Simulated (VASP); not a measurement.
Input of a VASP 6.6.1 run:

File INCAR:

```
PREC = Accurate
ENCUT = 600
EDIFF = 1E-8
ISMEAR = 0
SIGMA = 0.01
LREAL = False
LASPH = True
NELM = 80
ALGO = Normal
ISIF = 3
LWAVE = False
LCHARG = False
GGA = PS
NBANDS = 14
IBRION = 6
NFREE = 2
POTIM = 0.015
NSW = 1
```

KPOINTS

```
regular mesh
0
Gamma
  8 8 8
```

Contents of POSCAR:

```
NaCl
1.0
    0.0000000000      2.8009542403      2.8009542403
    2.8009542403      0.0000000000      2.8009542403
    2.8009542403      2.8009542403      0.0000000000
Na Cl
1 1
Direct
    0.0000000000      0.0000000000      0.0000000000
    0.5000000000      0.5000000000      0.5000000000
```

Potentials or basis: VASP PAW PBE potentials, release 64 (Na_pv, Cl).

Run with:

```sh
$ cat potpaw_PBE.64/Na_pv/POTCAR potpaw_PBE.64/Cl/POTCAR > POTCAR
$ mpirun -np 1 vasp_std > vasp.out
```

Problem. Estimate the elastic constants C11, C12, C44.

Solution. 56, 11, 12 GPa.

Problem. What does it give for the Voigt bulk modulus?

Solution. 26 GPa.

Problem. Predict the highest phonon frequency at Γ, LO-TO splitting left out.

Solution. 169 cm⁻¹.

Elastic tensor in Voigt notation (GPa, in the Cartesian axes of the cell as first typed):
```
56 11 11  0  0  0
11 56 11  0  0  0
11 11 56  0  0  0
 0  0  0 12  0  0
 0  0  0  0 12  0
 0  0  0  0  0 12
```

Caveat: the PAW data sets were made with another functional, which shifts forces and pressure a little.
